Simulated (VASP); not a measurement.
Crystal: CaO.

```
Ca O
1.0
     3.31994    0.00000    0.00000
    -1.65997    2.87515    0.00000
     0.00000    0.00000    5.81431
Ca O
2 2
Direct
  0.00000 0.00000 0.00000
  0.00000 0.00000 0.50000
  0.33333 0.66667 0.25000
  0.66667 0.33333 0.75000
```

Base run:

- Program: VASP 6.6.1
- Functional: r2SCAN
- Potentials or basis: VASP PAW PBE potentials, release 64 (Ca_sv, O)
- Cutoff: 520 eV
- k mesh: 12 × 12 × 4
- Occupations: gaussian, width 0.01 eV
- Spin: no spin polarisation

Its results: band gap on the k mesh 4.40 eV; pressure 1.1 GPa.

Problem. The run is repeated on the same cell with these changes: functional from r2SCAN to PBE. What comes out?

Solution. Band gap on the k mesh 3.83 eV; pressure 3.3 GPa.

Caveats: the PAW data sets were made with another functional, which shifts forces and pressure a little (at least some runs); the cell stands under pressure (at least some runs).

A k mesh can miss the band edges.
